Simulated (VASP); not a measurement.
Write the native input for VASP 6.6.1 that does the following.

```yaml
Task: single point
Functional: PBEsol
Potentials_or_basis: VASP PAW PBE potentials, release 64 (Mg, O)
Cutoff: 520 eV
k_mesh: 9 × 9 × 6
Occupations: gaussian, width 0.05 eV
Spin: no spin polarisation
Dipole_correction: no
Further_INCAR_settings: ALGO = Normal; EDIFF = 1e-06; NBANDS = 16
```

The structure of MgO lies in POSCAR:

```
MgO
1.0
    3.6113000000      0.0000000000      0.0000000000
   -1.8056500000      3.1274775407      0.0000000000
    0.0000000000      0.0000000000      3.9850000000
Mg O
2 2
Direct
    0.6666666667      0.3333333333      0.7500000000
    0.3333333333      0.6666666667      0.2500000000
    0.6666666667      0.3333333333      0.2500000000
    0.3333333333      0.6666666667      0.7500000000
```

These files were run (other wordings do the same):

INCAR

```
PREC = Accurate
ENCUT = 520
EDIFF = 1E-6
ISMEAR = 0
SIGMA = 0.05
LREAL = False
LASPH = True
NELM = 60
ALGO = Normal
ISIF = 2
LWAVE = False
LCHARG = True
GGA = PS
LELF = True
LVHAR = True
NBANDS = 16
```

KPOINTS

```
Automatic mesh
0
Gamma
  9 9 6
```

Potentials or basis: VASP PAW PBE potentials, release 64 (Mg, O).

The run is started by

```bash
$ cat potpaw_PBE.64/Mg/POTCAR potpaw_PBE.64/O/POTCAR > POTCAR
$ mpirun -np 1 vasp_std > vasp.out
```

It gave:

```
Pressure               : 0.2 GPa
Band gap on the k mesh : 3.31 eV, direct
```

Caveat: the PAW data sets were made with another functional, which shifts forces and pressure a little.

Wall time 28 s on 1 thread of Intel(R) Xeon(R) Platinum 8488C (Sapphire Rapids), on a shared host, peak memory 0.17 GiB.
